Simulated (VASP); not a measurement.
**BaTiO3: single point with PBE**

Crystal: BaTiO3.

```
CELL_PARAMETERS angstrom
0.00000 4.01926 4.01926
4.01926 0.00000 4.01926
4.01926 4.01926 0.00000
ATOMIC_POSITIONS crystal
Ba 0.25000 0.25000 0.25000
Ba 0.75000 0.75000 0.75000
Ti 0.00000 0.00000 0.00000
Ti 0.50000 0.50000 0.50000
O 0.75000 0.25000 0.25000
O 0.25000 0.75000 0.25000
O 0.25000 0.25000 0.75000
O 0.25000 0.75000 0.75000
O 0.75000 0.25000 0.75000
O 0.75000 0.75000 0.25000
```

```json
{
  "Program": "VASP 6.6.1",
  "Task": "single point",
  "Functional": "PBE",
  "Potentials or basis": "VASP PAW PBE potentials, release 64 (Ba_sv, Ti_sv, O)",
  "Cutoff": "520 eV",
  "k mesh": "6 × 6 × 6",
  "Occupations": "gaussian, width 0.05 eV",
  "Spin": "collinear spin",
  "Starting moments": "[0.0, 0.0, 1.0, -1.0, 0.0, 0.0, 0.0, 0.0, 0.0, 0.0] μB",
  "Dipole correction": "no",
  "Further INCAR settings": "ALGO = Normal; EDIFF = 1e-06; NBANDS = 55"
}
```

* Pressure: 1.7 GPa
* Band gap on the k mesh: 1.72 eV
* Net moment: 0.00 μB per cell
* Valence electrons inside the program's atomic spheres: Ba 7.98; Ti 10.15; O 5.03

Levels at points of the mesh, in eV from the valence-band top:
Spin up:
```csv
k point,band 36,band 37,band 38,band 39,band 40,band 41,band 42,band 43,band 44,band 45
"(0.00, 0.00, 0.00)",-0.16,-0.16,0.00,0.00,0.00,1.72,1.72,1.72,3.82,3.82
"(0.50, 0.00, 0.00)",-0.72,-0.72,-0.72,-0.57,-0.57,3.10,3.10,3.11,3.11,3.11
"(0.50, 0.50, 0.00)",-0.88,-0.88,-0.71,-0.71,-0.09,1.87,3.42,3.42,3.43,3.43
```
Spin down:
```tsv
k point	band 37	band 38	band 39	band 40	band 41	band 42	band 43	band 44
(0.00, 0.00, 0.00)	-0.16	0.00	0.00	0.00	1.72	1.72	1.72	3.82
(0.50, 0.00, 0.00)	-0.72	-0.72	-0.57	-0.57	3.10	3.10	3.11	3.11
(0.50, 0.50, 0.00)	-0.88	-0.71	-0.71	-0.09	1.87	3.42	3.42	3.43
```

Run time: 4.3 min on 1 thread of Oxide Virtual Turin-like Processor, on a shared host, peak memory 0.38 GiB.

Caveat: spin-orbit coupling is left out, which moves the levels of the heavy elements. A k mesh can miss the band edges.
